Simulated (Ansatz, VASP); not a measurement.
## Two plane-wave programs on Cd

The input INCAR:

```
ALGO = Fast
EDIFF = 1E-6
ENCUT = 520
GGA = PE
ISIF = 2
ISMEAR = 0
LASPH = T
LCHARG = F
LREAL = F
LWAVE = F
NBANDS = 19
NELM = 100
PREC = Accurate
SIGMA = 0.15
```

File KPOINTS:

```
k-points
0
Gamma
  24 24 10
```

Contents of POSCAR:

```
Cd
1.0
    2.7294226986      0.0000000000      0.0000000000
   -1.3647113493      2.3637493946      0.0000000000
    0.0000000000      0.0000000000      6.6913987743
Cd
2
Direct
    0.3333333333      0.6666666667      0.2500000000
    0.6666666667      0.3333333333      0.7500000000
```

Input for Ansatz:

```yaml
crystal:
  lattice:
    - [2.7294226986, 0.0, 0.0]
    - [-1.3647113493, 2.3637493946, 0.0]
    - [0.0, 0.0, 6.6913987743]
  atoms:
    - { symbol: Cd, position: [0.3333333333, 0.6666666667, 0.25] }
    - { symbol: Cd, position: [0.6666666667, 0.3333333333, 0.75] }
basis:
  ecutwfc: 420
kpoints:
  mp_grid: { grid: [24, 24, 10] }
hamiltonian:
  xc: pbe
scf:
  occupations: { method: gaussian, width: 0.15 }
output:
  forces: true
  stress: true
  eigenvalues: true
  write_density: true
  write_potential: true
  elf: true
  volumetric_format: npy
```

Alike in both runs: task single point; functional PBE; k mesh 24 × 24 × 10; occupations gaussian, width 0.15 eV; no spin polarisation.

|  | VASP | Ansatz |
| --- | --- | --- |
| version | VASP 6.6.1 | Ansatz 0.2.0 |
| potentials or method | VASP PAW PBE potentials, release 64 (Cd), cutoff 520 eV | scalar-relativistic, plane waves, PAW |
| valence electrons in the cell | 24 | 40 |

|  | VASP | Ansatz | Ansatz less VASP |
| --- | --- | --- | --- |
| gap on the k mesh at the Fermi level (eV) | none | none | - |
| pressure (GPa) | 14.6 | 13.9 | -0.70 |
| traceless stress, the component that is largest in VASP (GPa) | -15.40 | -14.78 | +0.617 |

A gap of «none» marks a metal or a gap that the smearing closes. VASP's potentials hold 24 valence electrons a cell and Ansatz's 40, so a difference there can come from the potentials and not from the codes.
